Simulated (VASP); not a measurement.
Write the native input for VASP 6.6.1 that does the following.

```
Task                   : single point
Functional             : revPBE
Dispersion             : D4
Potentials or basis    : VASP PAW PBE potentials, release 64 (Mo_sv, S)
Cutoff                 : 500 eV
k mesh                 : 8 × 8 × 2
Occupations            : gaussian, width 0.05 eV
Spin                   : collinear spin
Starting moments       : [0.05, 0.05, 0.0, 0.0, 0.0, 0.0] μB
Dipole correction      : no
Further INCAR settings : ALGO = Normal; EDIFF = 1e-06; NBANDS = 39
```

The structure of MoS2 lies in POSCAR:

```
MoS2
1.0
    3.1484063159      0.0000000000      0.0000000000
   -1.5742031579      2.7265998510      0.0000000000
    0.0000000000      0.0000000000     11.9732686099
Mo S
2 4
Direct
    0.3333333333      0.6666666667      0.2500000000
    0.6666666667      0.3333333333      0.7500000000
    0.3333333333      0.6666666667      0.6191984779
    0.6666666667      0.3333333333      0.1191984779
    0.3333333333      0.6666666667      0.8808015221
    0.6666666667      0.3333333333      0.3808015221
```

These files were run (other wordings do the same):

INCAR

```
SYSTEM = MoS2
PREC     = Accurate       ! precision mode
ENCUT    = 500            ! plane-wave cutoff, eV
EDIFF    = 1E-6           ! SCF threshold, eV
ISMEAR   = 0              ! smearing method
SIGMA    = 0.05           ! smearing width, eV
LREAL    = .False.        ! projectors in reciprocal space
LASPH    = .True.         ! aspherical terms in the spheres
NELM     = 200            ! most SCF steps
ALGO     = Normal         ! electronic algorithm
ISIF     = 2              ! what is computed and relaxed
LWAVE    = .False.        ! write WAVECAR
LCHARG   = .False.        ! write CHGCAR
ISPIN    = 2              ! spin polarisation
MAGMOM   = 0.05 0.05 0 0 0 0 ! initial moments
LORBIT   = 11             ! projections on sites
LMAXMIX  = 4              ! l up to which the mixer works
GGA      = RE             ! functional
IVDW     = 13             ! dispersion correction
NBANDS   = 39             ! bands
GGA_COMPAT= .False.
```

KPOINTS

```
Automatic mesh
0
Gamma
  8 8 2
  0 0 0
```

Potentials or basis: VASP PAW PBE potentials, release 64 (Mo_sv, S).

Command:

```console
$ cat potpaw_PBE.64/Mo_sv/POTCAR potpaw_PBE.64/S/POTCAR > POTCAR
$ mpirun -np 1 vasp_std > vasp.out
```

It gave:

* Pressure: -1.4 GPa
* Largest force: 0.033 eV/Å
* Band gap on the k mesh: 0.87 eV (least direct gap 1.97 eV)
* Net moment: 0.00 μB per cell
* Valence electrons inside the program's atomic spheres: Mo 12.48; S 3.72
* Dispersion energy per atom: -0.814 eV

Caveat: the PAW data sets were made with another functional, which shifts forces and pressure a little.

It took 2.4 min on 1 thread of Oxide Virtual Turin-like Processor, on a shared host, peak memory 0.28 GiB.
